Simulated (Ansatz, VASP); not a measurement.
## ZnCd2S3 in VASP and in Ansatz

Contents of INCAR:

```
PREC = Accurate ; ENCUT = 520
EDIFF = 1E-6 ; ISMEAR = 0
SIGMA = 0.1 ; LREAL = F
LASPH = T ; NELM = 100
ALGO = Normal ; ISIF = 2
LWAVE = F ; LCHARG = T
GGA = PE ; LELF = T
LVHAR = T ; NBANDS = 66
```

The input KPOINTS:

```
Automatic mesh
0
Gamma
  6 6 1
```

POSCAR

```
ZnCd2S3
1.0
    4.0679742005      0.0000000000      0.0000000000
   -2.0339871002      3.5229689996      0.0000000000
    0.0000000000      0.0000000000     20.1030637000
Zn Cd S
2 4 6
Direct
    0.6666666667      0.3333333333      0.3332470000
    0.3333333333      0.6666666667      0.8332470000
    0.0000000000      0.0000000000      0.9971170000
    0.0000000000      0.0000000000      0.4971170000
    0.3333333333      0.6666666667      0.1716350000
    0.6666666667      0.3333333333      0.6716350000
    0.0000000000      0.0000000000      0.1239720000
    0.0000000000      0.0000000000      0.6239720000
    0.3333333333      0.6666666667      0.2989790000
    0.6666666667      0.3333333333      0.7989790000
    0.6666666667      0.3333333333      0.4500500000
    0.3333333333      0.6666666667      0.9500500000
```

Input for Ansatz:

```yaml
crystal:
  lattice:
    - [4.0679742005, 0.0, 0.0]
    - [-2.0339871002, 3.5229689996, 0.0]
    - [0.0, 0.0, 20.1030637]
  atoms:
    - { symbol: Zn, position: [0.6666666667, 0.3333333333, 0.333247] }
    - { symbol: Zn, position: [0.3333333333, 0.6666666667, 0.833247] }
    - { symbol: Cd, position: [0.0, 0.0, 0.997117] }
    - { symbol: Cd, position: [0.0, 0.0, 0.497117] }
    - { symbol: Cd, position: [0.3333333333, 0.6666666667, 0.171635] }
    - { symbol: Cd, position: [0.6666666667, 0.3333333333, 0.671635] }
    - { symbol: S, position: [0.0, 0.0, 0.123972] }
    - { symbol: S, position: [0.0, 0.0, 0.623972] }
    - { symbol: S, position: [0.3333333333, 0.6666666667, 0.298979] }
    - { symbol: S, position: [0.6666666667, 0.3333333333, 0.798979] }
    - { symbol: S, position: [0.6666666667, 0.3333333333, 0.45005] }
    - { symbol: S, position: [0.3333333333, 0.6666666667, 0.95005] }
basis:
  ecutwfc: 420
kpoints:
  mp_grid: { grid: [6, 6, 1] }
hamiltonian:
  xc: pbe
scf:
  occupations: { method: gaussian, width: 0.1 }
  lower_state_search: "off"
output:
  forces: true
  stress: true
  eigenvalues: true
```

Alike in both runs: task single point; functional PBE; k mesh 6 × 6 × 1; occupations gaussian, width 0.1 eV; no spin polarisation.

```csv
,VASP,Ansatz
version,VASP 6.6.1,Ansatz 0.2.0
potentials or method,"VASP PAW PBE potentials, release 64 (Zn, Cd, S), cutoff 520 eV","scalar-relativistic, plane waves, PAW"
valence electrons in the cell,108,140
```

```tsv
	VASP	Ansatz	Ansatz less VASP
gap on the k mesh at the Fermi level (eV)	1.18	1.18	-0.001
least direct gap on the mesh (eV)	1.18	1.18	-0.001
pressure (GPa)	0.3	0.0	-0.27
rms of the force components (eV/Å)	0.008	0.002	-0.0060
```

Atom by atom the forces differ by 0.007 eV/Å (rms over components). VASP's potentials hold 108 valence electrons a cell and Ansatz's 140, so a difference there can come from the potentials and not from the codes.
